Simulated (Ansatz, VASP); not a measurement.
## One calculation of C, two programs

INCAR

```
SYSTEM = C
PREC     = Accurate       ! precision mode
ENCUT    = 520            ! plane-wave cutoff, eV
EDIFF    = 1E-7           ! SCF threshold, eV
ISMEAR   = 0              ! smearing method
SIGMA    = 0.02           ! smearing width, eV
LREAL    = .False.        ! projectors in reciprocal space
LASPH    = .True.         ! aspherical terms in the spheres
NELM     = 120            ! most SCF steps
ALGO     = Normal         ! electronic algorithm
ISIF     = 2              ! what is computed and relaxed
LWAVE    = .False.        ! write WAVECAR
LCHARG   = .False.        ! write CHGCAR
IBRION   = 2              ! ionic algorithm
NSW      = 60             ! ionic steps
EDIFFG   = -0.002         ! ionic threshold
GGA_COMPAT= .False.      
NELMIN   = 4
```

KPOINTS

```
regular mesh
0
Gamma
  9 9 9
  0 0 0
```

Contents of POSCAR:

```
C
1.0
   -0.0070629898      1.7321982429      1.7321982429
    1.7321982429     -0.0070629898      1.7321982429
    1.7321982429      1.7321982429     -0.0070629898
C
2
Direct
    0.0002423061      0.0002423061      0.0002423061
    0.2497576939      0.2497576939      0.2497576939
```

Input for Ansatz:

```yaml
crystal:
  lattice:
    - [-0.0070629898, 1.7321982429, 1.7321982429]
    - [1.7321982429, -0.0070629898, 1.7321982429]
    - [1.7321982429, 1.7321982429, -0.0070629898]
  atoms:
    - { symbol: C, position: [0.0002423061, 0.0002423061, 0.0002423061] }
    - { symbol: C, position: [0.2497576939, 0.2497576939, 0.2497576939] }
basis:
  ecutwfc: 420
kpoints:
  mp_grid: { grid: [9, 9, 9] }
hamiltonian:
  xc: lda
  pseudopotentials: { kind: paw, azcp: { folder: soft_1 } }
scf:
  occupations: { method: gaussian, width: 0.02 }
output:
  forces: true
  stress: true
  eigenvalues: true
relax:
  adjacent_minimum: "off"
  f_tol: 0.002
  max_steps: 40
```

Change from the starting cell: strained cell.

Alike in both runs: task relaxation of the atoms; functional LDA; k mesh 9 × 9 × 9; occupations gaussian, width 0.02 eV; no spin polarisation.

```csv
,VASP,Ansatz
version,VASP 6.6.1,Ansatz 0.2.0
potentials or method,"VASP PAW LDA potentials, release 64 (C), cutoff 520 eV","scalar-relativistic, plane waves, PAW"
valence electrons in the cell,8,8
```

|  | VASP | Ansatz | Ansatz less VASP |
| --- | --- | --- | --- |
| gap on the k mesh at the Fermi level, each at its own relaxed structure (eV) | 4.30 | 4.31 | +0.008 |

Ansatz warns that its potentials were made for another functional, while VASP's fit it. LDA's correlation is that of Perdew and Zunger in VASP and of Perdew and Wang (1992) in Ansatz. Ansatz's warnings: stress scf threshold loose.
